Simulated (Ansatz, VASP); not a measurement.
Al2InN3 in VASP and in Ansatz

```xyz
12
Lattice="4.9184 -2.8259 0.0000 4.9184 2.8259 0.0000 0.0000 0.0000 5.2445" Properties=species:S:1:pos:R:3 pbc="T T T"
Al    6.6071    0.9230    2.5792
Al    3.2297    0.9230    2.5792
Al    3.2297   -0.9230    5.2014
Al    6.6071   -0.9230    5.2014
In    4.9184   -1.8193    2.5520
In    4.9184    1.8193    5.1743
N     6.7418    0.8378    4.4877
N     3.0949    0.8378    4.4877
N     3.0949   -0.8378    1.8655
N     6.7418   -0.8378    1.8655
N     4.9184   -1.6839    4.7537
N     4.9184    1.6839    2.1315
```

Alike in both runs: functional PBE; k mesh 4 × 4 × 4; occupations gaussian, width 0.1 eV; no spin polarisation.

Ansatz relaxed the structure, and its values are those at the end. VASP's run is a single point on that final structure, the one shown.

|  | VASP | Ansatz |
| --- | --- | --- |
| version | VASP 6.6.1 | Ansatz 0.2.0 |
| potentials or method | VASP PAW PBE potentials, release 64 (Al, In_d, N), cutoff 520 eV | scalar-relativistic, plane waves, PAW |
| valence electrons in the cell | 68 | 68 |

Ansatz gave:

* gap on the k mesh at the Fermi level (eV): 2.16
* least direct gap on the mesh (eV): 2.16
* pressure (GPa): 0.2
* rms of the force components (eV/Å): 0.014

Task: Which values does VASP return?

Result: gap on the k mesh at the Fermi level (eV): 2.16; least direct gap on the mesh (eV): 2.16; pressure (GPa): 0.1; rms of the force components (eV/Å): 0.003.
